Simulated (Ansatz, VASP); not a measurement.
**Two plane-wave programs on AlCo**

```
Al Co
1.0
     2.82241    0.00000    0.00000
     0.00000    2.82241    0.00000
     0.00000    0.00000    2.82241
Al Co
1 1
Direct
  0.00000 0.00000 0.00000
  0.50000 0.50000 0.50000
```

Alike in both runs: functional PBEsol; k mesh 14 × 14 × 14; occupations gaussian, width 0.1 eV; no spin polarisation.

Ansatz relaxed the structure, and its values are those at the end. VASP's run is a single point on that final structure, the one shown.

```csv
,VASP,Ansatz
version,VASP 6.6.1,Ansatz 0.2.0
potentials or method,"VASP PAW PBE potentials, release 64 (Al, Co), cutoff 600 eV","scalar-relativistic, plane waves, PAW"
valence electrons in the cell,12,20
```

```csv
,VASP,Ansatz,Ansatz less VASP
gap on the k mesh at the Fermi level (eV),none,none,-
pressure (GPa),0.1,0.0,-0.09
```

VASP's potentials were made for PBE, not for PBEsol, and Ansatz warns of the same on its side. A gap of «none» marks a metal or a gap that the smearing closes. With one functional, cell and mesh, what is left measures potentials, basis and numerics. VASP's potentials hold 12 valence electrons a cell and Ansatz's 20, so a difference there can come from the potentials and not from the codes.
